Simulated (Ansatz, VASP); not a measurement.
**Two plane-wave programs on I**

```xyz
3
Lattice="2.1456 1.2388 7.2735 -2.1456 1.2388 7.2735 0.0000 -2.4776 7.2735" Properties=species:S:1:pos:R:3 pbc="T T T"
I     0.0000    0.0000    0.0000
I     0.0000    0.0000    4.8521
I     0.0000    0.0000   16.9686
```

Alike in both runs: functional r2SCAN; k mesh 12 × 12 × 12; occupations gaussian, width 0.1 eV; no spin polarisation.

Ansatz relaxed the structure, and its values are those at the end. VASP's run is a single point on that final structure, the one shown.

|  | VASP | Ansatz |
| --- | --- | --- |
| version | VASP 6.6.1 | Ansatz 0.2.0 |
| potentials or method | VASP PAW PBE potentials, release 64 (I), cutoff 520 eV | scalar-relativistic, plane waves, PAW |
| valence electrons in the cell | 21 | 51 |

|  | VASP | Ansatz | Ansatz less VASP |
| --- | --- | --- | --- |
| gap on the k mesh at the Fermi level (eV) | none | none | - |
| pressure (GPa) | -0.1 | 0.0 | +0.04 |

VASP's potentials were made for PBE, not for r2SCAN. A gap of «none» marks a metal or a gap that the smearing closes. VASP's potentials hold 21 valence electrons a cell and Ansatz's 51, so a difference there can come from the potentials and not from the codes.

Spin-orbit coupling is off throughout.
